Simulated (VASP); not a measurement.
# SrTiO3 (Pm-3m) in VASP: a series of runs

The runs below take SrTiO3 through single point, with r2SCAN+U.

Everything below comes from runs of VASP 6.6.1. Logs are shortened: lines on timing, memory, paths and dates and some standing lists are left out, and cuts for length are marked.

### 1 The cell of the first run

The structure is cubic, space group Pm-3m (No. 221). The conventional cell has a = 3.898 Å, b = 3.898 Å, c = 3.898 Å, α = 90.00°, β = 90.00°, γ = 90.00°. Within 3.6 Å of Sr (site symmetry m-3m) lie 12 O at 2.76 Å and 8 Ti at 3.38 Å. Ti (site symmetry m-3m) has 6 O at 1.95 Å within 2.6 Å. O (site symmetry 4/mmm) has 2 Ti at 1.95 Å within 2.6 Å.

### 2 Single point, r2SCAN+U

Input file POSCAR:

```
SrTiO3
1.0
    3.8977794911      0.0000000000      0.0000000000
    0.0000000000      3.8977794911      0.0000000000
    0.0000000000      0.0000000000      3.8977794911
Sr Ti O
1 1 3
Direct
    0.0000000000      0.0000000000      0.0000000000
    0.5000000000      0.5000000000      0.5000000000
    0.5000000000      0.0000000000      0.5000000000
    0.5000000000      0.5000000000      0.0000000000
    0.0000000000      0.5000000000      0.5000000000
```

Input file INCAR.step1:

```
PREC = Accurate ; ENCUT = 520
ISMEAR = 0 ; SIGMA = 0.02
LREAL = False ; LASPH = True
NELM = 150 ; LMAXMIX = 4
LDAU = True ; LDAUTYPE = 2
LDAUL = -1 2 -1 ; LDAUU = 0 4 0
LDAUJ = 0 0 0 ; NBANDS = 28
GGA = PE ; ALGO = Normal
EDIFF = 1E-4 ; LWAVE = True
LCHARG = False
```

Input file INCAR.step2:

```
PREC = Accurate ; ENCUT = 520
EDIFF = 1E-6 ; ISMEAR = 0
SIGMA = 0.02 ; LREAL = False
LASPH = True ; NELM = 150
ALGO = Normal ; ISIF = 2
LWAVE = False ; LCHARG = False
LMAXMIX = 4 ; LDAU = True
LDAUTYPE = 2 ; LDAUL = -1 2 -1
LDAUU = 0 4 0 ; LDAUJ = 0 0 0
LDAUPRINT = 1 ; METAGGA = R2SCAN
LMIXTAU = True ; NBANDS = 28
ISTART = 1
```

Input file KPOINTS:

```
regular mesh
0
Gamma
  6 6 6
```

Potentials or basis: VASP PAW PBE potentials, release 64 (Sr_sv, Ti_sv, O).

On the command line:

```bash
> cat potpaw_PBE.64/Sr_sv/POTCAR potpaw_PBE.64/Ti_sv/POTCAR potpaw_PBE.64/O/POTCAR > POTCAR
> cp INCAR.step1 INCAR
> mpirun -np 1 vasp_std > vasp.out
> cp INCAR.step2 INCAR
> mpirun -np 1 vasp_std > vasp.out
```

OUTCAR:

```text
PREC = Accurate
   ENCUT = 520
   EDIFF = 1E-6
   ISMEAR = 0
   LREAL = False
   LASPH = True
   NELM = 150
   ISIF = 2
   METAGGA = R2SCAN
   ISTART = 1

 ion  position               nearest neighbor table
   1  0.000  0.000  0.000-   3 2.76   4 2.76   5 2.76   3 2.76   5 2.76   4 2.76   5 2.76   5 2.76
                             3 2.76   4 2.76   3 2.76   4 2.76   2 3.38   2 3.38   2 3.38   2 3.38
   2  0.500  0.500  0.500-   3 1.95   4 1.95   5 1.95   4 1.95   3 1.95   5 1.95   1 3.38   1 3.38
                             1 3.38   1 3.38   1 3.38   1 3.38   1 3.38   1 3.38
   3  0.500  0.000  0.500-   2 1.95   2 1.95   1 2.76   1 2.76   1 2.76   1 2.76
   4  0.500  0.500  0.000-   2 1.95   2 1.95   1 2.76   1 2.76   1 2.76   1 2.76
   5  0.000  0.500  0.500-   2 1.95   2 1.95   1 2.76   1 2.76   1 2.76   1 2.76

  LATTYP: Found a simple cubic cell.
 ALAT       =     3.8977794911

  Lattice vectors:

 A1 = (   3.8977794911,   0.0000000000,   0.0000000000)
 A2 = (   0.0000000000,   3.8977794911,   0.0000000000)
 A3 = (   0.0000000000,   0.0000000000,   3.8977794911)

Analysis of symmetry for initial positions (statically):
=====================================================================
 Subroutine PRICEL returns:
 Original cell was already a primitive cell.

 Routine SETGRP: Setting up the symmetry group for a
 simple cubic supercell.

 Subroutine GETGRP returns: Found 48 space group operations
 (whereof 48 operations were pure point group operations)
 out of a pool of 48 trial point group operations.

The static configuration has the point symmetry O_h .

Analysis of symmetry for dynamics (positions and initial velocities):
=====================================================================
 Subroutine PRICEL returns:
 Original cell was already a primitive cell.

 Routine SETGRP: Setting up the symmetry group for a
 simple cubic supercell.

 Subroutine GETGRP returns: Found 48 space group operations
 (whereof 48 operations were pure point group operations)
 out of a pool of 48 trial point group operations.

The dynamic configuration has the point symmetry O_h .

 Subroutine INISYM returns: Found 48 space group operations
 (whereof 48 operations are pure point group operations),
 and found     1 'primitive' translations

----------------------------------------------------------------------------------------

                                     Primitive cell

  volume of cell :      59.2177

  direct lattice vectors                    reciprocal lattice vectors
     3.897779491  0.000000000  0.000000000     0.256556330  0.000000000  0.000000000
     0.000000000  3.897779491  0.000000000     0.000000000  0.256556330  0.000000000
     0.000000000  0.000000000  3.897779491     0.000000000  0.000000000  0.256556330

  length of vectors
     3.897779491  3.897779491  3.897779491     0.256556330  0.256556330  0.256556330

  position of ions in fractional coordinates (direct lattice)
     0.000000000  0.000000000  0.000000000
     0.500000000  0.500000000  0.500000000
     0.500000000  0.000000000  0.500000000
     0.500000000  0.500000000  0.000000000
     0.000000000  0.500000000  0.500000000

  ion indices of the primitive-cell ions
   primitive index   ion index
                 1           1
                 2           2
                 3           3
                 4           4
                 5           5

----------------------------------------------------------------------------------------

 KPOINTS: regular mesh

Automatic generation of k-mesh.
 Grid dimensions read from file:
 generate k-points for:    6    6    6

 Generating k-lattice:

  Cartesian coordinates                     Fractional coordinates (reciprocal lattice)
     0.042759388  0.000000000  0.000000000     0.166666667  0.000000000  0.000000000
     0.000000000  0.042759388  0.000000000     0.000000000  0.166666667  0.000000000
     0.000000000  0.000000000  0.042759388     0.000000000  0.000000000  0.166666667

  Length of vectors
     0.042759388  0.042759388  0.042759388

  Shift w.r.t. Gamma in fractional coordinates (k-lattice)
     0.000000000  0.000000000  0.000000000

 Subroutine IBZKPT returns following result:
 ===========================================

 Found     20 irreducible k-points:

 Following reciprocal coordinates:
            Coordinates               Weight
  0.000000  0.000000  0.000000      1.000000
  0.166667  0.000000  0.000000      6.000000
  0.333333  0.000000  0.000000      6.000000
  0.500000  0.000000  0.000000      3.000000
  0.166667  0.166667  0.000000     12.000000
  0.333333  0.166667  0.000000     24.000000
[... 12 lines left out ...]
  0.500000  0.500000  0.333333      6.000000
  0.500000  0.500000  0.500000      1.000000
   k-points           NKPTS =     20   k-points in BZ     NKDIM =     20   number of bands    NBANDS=     28
   number of dos      NEDOS =    301   number of ions     NIONS =      5
[... 70 lines left out ...]

spin component  2

  0.0955  0.0000 -0.0000 -0.0000  0.0000
  0.0000  0.0955 -0.0000 -0.0000 -0.0000
 -0.0000 -0.0000  0.2526 -0.0000  0.0000
 -0.0000 -0.0000 -0.0000  0.0955  0.0000
  0.0000 -0.0000  0.0000  0.0000  0.2526

 occupancies and eigenvectors

  o =  0.0955  v =  1.0000  0.0000  0.0000  0.0000  0.0000  0.0000  0.0000  0.0000  0.0000  0.0000      0.0000  0.0000  0.0000  0.0000  0.0000  0.0000  0.0000  0.0000  0.0000  0.0000
  o =  0.0955  v =  0.0000  0.0000  0.0000  0.0000  0.0000  1.0000  0.0000  0.0000  0.0000  0.0000      0.0000  0.0000  0.0000  0.0000  0.0000  0.0000  0.0000  0.0000  0.0000  0.0000
  o =  0.0955  v =  0.0000  0.9984  0.0000  0.0563  0.0000  0.0000  0.0000  0.0000  0.0000  0.0000      0.0000  0.0000  0.0000  0.0000  0.0000  0.0000  0.0000  0.0000  0.0000  0.0000
  o =  0.0955  v =  0.0000  0.0000  0.0000  0.0000  0.0000  0.0000  0.9984  0.0000  0.0563  0.0000      0.0000  0.0000  0.0000  0.0000  0.0000  0.0000  0.0000  0.0000  0.0000  0.0000
  o =  0.0955  v =  0.0000 -0.0563 -0.0000  0.9984  0.0000  0.0000  0.0000  0.0000  0.0000  0.0000      0.0000  0.0000  0.0000  0.0000  0.0000  0.0000  0.0000  0.0000  0.0000  0.0000
  o =  0.0955  v =  0.0000  0.0000  0.0000  0.0000  0.0000  0.0000 -0.0563 -0.0000  0.9984  0.0000      0.0000  0.0000  0.0000  0.0000  0.0000  0.0000  0.0000  0.0000  0.0000  0.0000
  o =  0.2526  v =  0.0000 -0.0000  1.0000  0.0000 -0.0055  0.0000  0.0000  0.0000  0.0000  0.0000      0.0000  0.0000  0.0000  0.0000  0.0000  0.0000  0.0000  0.0000  0.0000  0.0000
  o =  0.2526  v =  0.0000  0.0000  0.0000  0.0000  0.0000  0.0000 -0.0000  1.0000  0.0000 -0.0055      0.0000  0.0000  0.0000  0.0000  0.0000  0.0000  0.0000  0.0000  0.0000  0.0000
  o =  0.2526  v =  0.0000  0.0000  0.0000  0.0000  0.0000  0.0000 -0.0000  0.0055 -0.0000  1.0000      0.0000  0.0000  0.0000  0.0000  0.0000  0.0000  0.0000  0.0000  0.0000  0.0000
  o =  0.2526  v =  0.0000 -0.0000  0.0055 -0.0000  1.0000  0.0000  0.0000  0.0000  0.0000  0.0000      0.0000  0.0000  0.0000  0.0000  0.0000  0.0000  0.0000  0.0000  0.0000  0.0000

 number of electron      40.0000009 magnetization

 Free energy of the ion-electron system (eV)
  ---------------------------------------------------
  ext. energy  EPLUGINS =         0.00000000
  ---------------------------------------------------
  free energy    TOTEN  =       -60.67264760 eV

  energy without entropy =      -60.67264760  energy(sigma->0) =      -60.67264760

 E-fermi :   4.2926     XC(G=0): -11.9719

 val. band max:        4.0246207137   @ k =   0.5000   0.5000   0.5000
 cond. band min:       6.9028248082   @ k =   0.0000   0.0000   0.0000
 fundamental gap:      2.8782040945
 Fermi energy:         4.2926242988

 k-point     1 :       0.0000    0.0000    0.0000
  band No.  band energies     occupation
      1     -55.6126      2.00000
      2     -30.7630      2.00000
      3     -30.7630      2.00000
      4     -30.7630      2.00000
      5     -29.8260      2.00000
      6     -14.4750      2.00000
[... 20 lines left out ...]
     27       9.9844      0.00000
     28      11.1070      0.00000

 k-point     2 :       0.1667    0.0000    0.0000
  band No.  band energies     occupation
      1     -55.6122      2.00000
      2     -30.7842      2.00000
      3     -30.7623      2.00000
      4     -30.7623      2.00000
      5     -29.8166      2.00000
      6     -14.4738      2.00000
[... 550 lines left out ...]
 k-point    20 :       0.5000    0.5000    0.5000
  band No.  band energies     occupation
      1     -55.6078      2.00000
      2     -30.8293      2.00000
      3     -30.8293      2.00000
      4     -30.8293      2.00000
      5     -29.7631      2.00000
      6     -13.1399      2.00000
[... 20 lines left out ...]
     27      12.9245      0.00000
     28      12.9245      0.00000

------------------------ aborting loop because EDIFF is reached ----------------------------------------

  FORCE on cell =-STRESS in cart. coord.  units (eV):
  Direction    XX          YY          ZZ          XY          YZ          ZX
  --------------------------------------------------------------------------------------
  -------------------------------------------------------------------------------------
  Total        2.3222444      2.3222444      2.3222444      0.0000000     -0.0000000      0.0000000
  in kB       62.8299504     62.8299504     62.8299504      0.0000000     -0.0000000      0.0000000
  external PRESSURE =      62.8299504 kB  Pullay stress =       0.0000000 kB

 VOLUME and BASIS-vectors are now :
 -----------------------------------------------------------------------------
  energy-cutoff  :      520.00
  volume of cell :       59.22
      direct lattice vectors                 reciprocal lattice vectors
     3.897779491  0.000000000  0.000000000     0.256556330  0.000000000  0.000000000
     0.000000000  3.897779491  0.000000000     0.000000000  0.256556330  0.000000000
     0.000000000  0.000000000  3.897779491     0.000000000  0.000000000  0.256556330

 POSITION                                       TOTAL-FORCE (eV/Angst)
 -----------------------------------------------------------------------------------
      0.00000      0.00000      0.00000         0.000000      0.000000      0.000000
      1.94889      1.94889      1.94889         0.000000      0.000000      0.000000
      1.94889      0.00000      1.94889         0.000000      0.000000      0.000000
      1.94889      1.94889      0.00000         0.000000      0.000000      0.000000
      0.00000      1.94889      1.94889         0.000000      0.000000      0.000000
 -----------------------------------------------------------------------------------
    total drift:                                0.000000      0.000000     -0.000000

  FREE ENERGIE OF THE ION-ELECTRON SYSTEM (eV)
  ---------------------------------------------------
  free  energy   TOTEN  =       -60.6726476022 eV

  energy  without entropy=      -60.6726476022  energy(sigma->0) =      -60.67264760
```

It took 1.9 min on 1 thread of AMD EPYC 7R13 (Zen 3), shared host; peak memory 0.16 GiB.

What came out:

```yaml
Free_energy: -60.6726 eV
Pressure: 6.3 GPa
Band_gap_on_the_k_mesh: 2.88 eV (least direct gap 3.32 eV)
```

Eigenvalues of the final occupation matrices:
| site | spin | trace | eigenvalues |
| --- | --- | --- | --- |
| site 2 d | 1 | 0.79 | 0.10 0.10 0.10 0.25 0.25 |
| site 2 d | 2 | 0.79 | 0.10 0.10 0.10 0.25 0.25 |

Caveat: the cell stands under pressure; the PAW data sets were made with another functional, which shifts forces and pressure a little.

### 3 Single point, r2SCAN+U

This run uses another cell than the first one, of 12.03 Å³/atom.

POSCAR: that of step 2 with these lines changed.

```diff
@@ -2,5 +2,5 @@
 1.0
-    3.8977794911      0.0000000000      0.0000000000
-    0.0000000000      3.8977794911      0.0000000000
-    0.0000000000      0.0000000000      3.8977794911
+    3.9177112468      0.0000000000      0.0000000000
+    0.0000000000      3.9177112468      0.0000000000
+    0.0000000000      0.0000000000      3.9177112468
 Sr Ti O
```

Input file INCAR.step1:

```
SYSTEM = SrTiO3
  PREC = Accurate
  ENCUT = 520
  ISMEAR = 0
  SIGMA = 0.02
  LREAL = .False.
  LASPH = .True.
  NELM = 150
  LMAXMIX = 4
  LDAU = .True.
  LDAUTYPE = 2
  LDAUL = -1 2 -1
  LDAUU = 0 4 0
  LDAUJ = 0 0 0
  NBANDS = 28
  GGA = PE
  ALGO = Normal
  EDIFF = 1E-4
  LWAVE = .True.
  LCHARG = .False.
```

Input file INCAR.step2:

```
SYSTEM = SrTiO3
  PREC = Accurate
  ENCUT = 520
  EDIFF = 1E-6
  ISMEAR = 0
  SIGMA = 0.02
  LREAL = .False.
  LASPH = .True.
  NELM = 150
  ALGO = Normal
  ISIF = 2
  LWAVE = .False.
  LCHARG = .False.
  LMAXMIX = 4
  LDAU = .True.
  LDAUTYPE = 2
  LDAUL = -1 2 -1
  LDAUU = 0 4 0
  LDAUJ = 0 0 0
  LDAUPRINT = 1
  METAGGA = R2SCAN
  LMIXTAU = .True.
  NBANDS = 28
  ISTART = 1
```

Input file KPOINTS:

```
Automatic mesh
0
Gamma
  6 6 6
  0 0 0
```

Potentials or basis: VASP PAW PBE potentials, release 64 (Sr_sv, Ti_sv, O).

On the command line:

```bash
> cat potpaw_PBE.64/Sr_sv/POTCAR potpaw_PBE.64/Ti_sv/POTCAR potpaw_PBE.64/O/POTCAR > POTCAR
> cp INCAR.step1 INCAR
> mpirun -np 1 vasp_std > vasp.out
> cp INCAR.step2 INCAR
> mpirun -np 1 vasp_std > vasp.out
```

Wall time 1.9 min (1 thread of AMD EPYC 7R13 (Zen 3), shared host); peak memory 0.16 GiB.

Results (log left out):

```
Free energy            : -60.7009 eV
Pressure               : 3.2 GPa
Band gap on the k mesh : 2.84 eV (least direct gap 3.28 eV)
```

Levels at points of the mesh, in eV from the valence-band top:
```
           k point  band 16  band 17  band 18  band 19  band 20  band 21  band 22  band 23  band 24  band 25
(0.00, 0.00, 0.00)    -1.21    -1.21    -0.45    -0.45    -0.45     2.84     2.84     2.84     4.59     4.59
(0.50, 0.00, 0.00)    -2.24    -2.24    -1.99    -0.84    -0.84     3.03     4.60     4.67     4.67     6.81
(0.50, 0.50, 0.00)    -2.73    -1.95    -1.62    -1.62    -0.09     4.69     4.69     5.18     5.57     8.49
(0.50, 0.50, 0.50)    -3.68    -3.68     0.00     0.00     0.00     5.39     5.39     5.39     7.54     7.54
```

Eigenvalues of the final occupation matrices:
| site | spin | trace | eigenvalues |
| --- | --- | --- | --- |
| site 2 d | 1 | 0.78 | 0.09 0.09 0.09 0.25 0.25 |
| site 2 d | 2 | 0.78 | 0.09 0.09 0.09 0.25 0.25 |

Caveat: the cell stands under pressure; the PAW data sets were made with another functional, which shifts forces and pressure a little. A k mesh can miss the band edges.

### 4 Single point, r2SCAN+U

This run uses another cell than the first one, of 12.03 Å³/atom.

POSCAR is that of step 3.

Input file INCAR.step1:

```
  ALGO = Normal
  EDIFF = 1E-4
  ENCUT = 520
  GGA = PE
  ISMEAR = 0
  LASPH = True
  LCHARG = False
  LDAU = True
  LDAUJ = 0 0 0
  LDAUL = -1 2 -1
  LDAUTYPE = 2
  LDAUU = 0 4 0
  LMAXMIX = 4
  LREAL = False
  LWAVE = True
  NBANDS = 28
  NELM = 150
  PREC = Accurate
  SIGMA = 0.02
```

Input file INCAR.step2:

```
  ALGO = Normal
  EDIFF = 1E-6
  ENCUT = 520
  ISIF = 2
  ISMEAR = 0
  ISTART = 1
  LASPH = True
  LCHARG = True
  LDAU = True
  LDAUJ = 0 0 0
  LDAUL = -1 2 -1
  LDAUPRINT = 1
  LDAUTYPE = 2
  LDAUU = 0 4 0
  LELF = True
  LMAXMIX = 4
  LMIXTAU = True
  LREAL = False
  LVHAR = True
  LWAVE = False
  METAGGA = R2SCAN
  NBANDS = 28
  NELM = 150
  PREC = Accurate
  SIGMA = 0.02
```

Input file KPOINTS:

```
k-points
0
Gamma
  6 6 6
```

On the command line:

```bash
> cat potpaw_PBE.64/Sr_sv/POTCAR potpaw_PBE.64/Ti_sv/POTCAR potpaw_PBE.64/O/POTCAR > POTCAR
> cp INCAR.step1 INCAR
> mpirun -np 1 vasp_std > vasp.out
> cp INCAR.step2 INCAR
> mpirun -np 1 vasp_std > vasp.out
```

Wall time 2 min (1 thread of AMD EPYC 7R13 (Zen 3), shared host); peak memory 0.16 GiB.

The run converged. Its results:

```
Free energy            : -60.7009 eV
Pressure               : 3.2 GPa
Band gap on the k mesh : 2.84 eV (least direct gap 3.28 eV)
```

Levels at points of the mesh, in eV from the valence-band top:
```
           k point  band 18  band 19  band 20  band 21  band 22  band 23
(0.00, 0.00, 0.00)    -0.45    -0.45    -0.45     2.84     2.84     2.84
(0.50, 0.00, 0.00)    -1.99    -0.84    -0.84     3.03     4.60     4.67
(0.50, 0.50, 0.00)    -1.62    -1.62    -0.09     4.69     4.69     5.18
(0.50, 0.50, 0.50)     0.00     0.00     0.00     5.39     5.39     5.39
```

Eigenvalues of the final occupation matrices:
```csv
site,spin,trace,eigenvalues
site 2 d,1,0.78,0.09 0.09 0.09 0.25 0.25
site 2 d,2,0.78,0.09 0.09 0.09 0.25 0.25
```

Caveat: the cell stands under pressure; the PAW data sets were made with another functional, which shifts forces and pressure a little. A k mesh can miss the band edges.

### 5 Single point, r2SCAN+U

This run uses another cell than the first one, of 12.23 Å³/atom.

POSCAR: that of step 4 with these lines changed.

```diff
@@ -2,5 +2,5 @@
 1.0
-    3.9177112468      0.0000000000      0.0000000000
-    0.0000000000      3.9177112468      0.0000000000
-    0.0000000000      0.0000000000      3.9177112468
+    3.9397602350      0.0000000000      0.0000000000
+    0.0000000000      3.9397602350      0.0000000000
+    0.0000000000      0.0000000000      3.9397602350
 Sr Ti O
```

Input file INCAR.step1:

```
SYSTEM = SrTiO3
  ALGO = Normal
  EDIFF = 1E-4
  ENCUT = 520
  GGA = PE
  ISMEAR = 0
  LASPH = .True.
  LCHARG = .False.
  LDAU = .True.
  LDAUJ = 0 0 0
  LDAUL = -1 2 -1
  LDAUTYPE = 2
  LDAUU = 0 4 0
  LMAXMIX = 4
  LREAL = .False.
  LWAVE = .True.
  NBANDS = 28
  NELM = 150
  PREC = Accurate
  SIGMA = 0.02
```

Input file INCAR.step2:

```
SYSTEM = SrTiO3
  ALGO = Normal
  EDIFF = 1E-6
  ENCUT = 520
  ISIF = 2
  ISMEAR = 0
  ISTART = 1
  LASPH = .True.
  LCHARG = .False.
  LDAU = .True.
  LDAUJ = 0 0 0
  LDAUL = -1 2 -1
  LDAUPRINT = 1
  LDAUTYPE = 2
  LDAUU = 0 4 0
  LMAXMIX = 4
  LMIXTAU = .True.
  LREAL = .False.
  LWAVE = .False.
  METAGGA = R2SCAN
  NBANDS = 28
  NELM = 150
  PREC = Accurate
  SIGMA = 0.02
```

Input file KPOINTS:

```
k-points
0
Gamma
  6 6 6
  0 0 0
```

On the command line:

```bash
> cat potpaw_PBE.64/Sr_sv/POTCAR potpaw_PBE.64/Ti_sv/POTCAR potpaw_PBE.64/O/POTCAR > POTCAR
> cp INCAR.step1 INCAR
> mpirun -np 1 vasp_std > vasp.out
> cp INCAR.step2 INCAR
> mpirun -np 1 vasp_std > vasp.out
```

Wall time 1.9 min (1 thread of AMD EPYC 7R13 (Zen 3), shared host); peak memory 0.16 GiB.

It converged, with:

| Property | Result |
| --- | --- |
| Free energy | -60.7122 eV |
| Pressure | 0.0 GPa |
| Band gap on the k mesh | 2.79 eV (least direct gap 3.25 eV) |

Levels at points of the mesh, in eV from the valence-band top:
```csv
k point,band 16,band 17,band 18,band 19,band 20,band 21,band 22,band 23,band 24,band 25
"(0.00, 0.00, 0.00)",-1.18,-1.18,-0.45,-0.45,-0.45,2.79,2.79,2.79,4.47,4.47
"(0.50, 0.00, 0.00)",-2.20,-2.20,-1.94,-0.84,-0.84,2.98,4.48,4.57,4.57,6.64
"(0.50, 0.50, 0.00)",-2.67,-1.96,-1.60,-1.60,-0.09,4.59,4.59,5.07,5.42,8.41
"(0.50, 0.50, 0.50)",-3.63,-3.63,0.00,0.00,0.00,5.27,5.27,5.27,7.47,7.47
```

Eigenvalues of the final occupation matrices:
| site | spin | trace | eigenvalues |
| --- | --- | --- | --- |
| site 2 d | 1 | 0.77 | 0.09 0.09 0.09 0.24 0.24 |
| site 2 d | 2 | 0.77 | 0.09 0.09 0.09 0.24 0.24 |

Caveat: the PAW data sets were made with another functional, which shifts forces and pressure a little.

### 6 Overview

```tsv
cell	gap on the mesh (eV)	pressure (GPa)
a = 3.898 Å, 5 atoms	2.88	6.3
a = 3.918 Å, 5 atoms	2.84	3.2
a = 3.940 Å, 5 atoms	2.79	0.0
```

Alike in all rows: task single point; level r2SCAN+U; potentials or basis VASP PAW PBE potentials, release 64 (Sr_sv, Ti_sv, O); no spin polarisation; Ti d U = 4.0 eV; k mesh 6 × 6 × 6; cutoff (eV) 520; smearing gaussian 0.02 eV.

Caveats: the PAW data sets were made with another functional, which shifts forces and pressure a little; the cell stands under pressure (at least some runs).

Absolute energies hang on the potentials; compare differences alone.
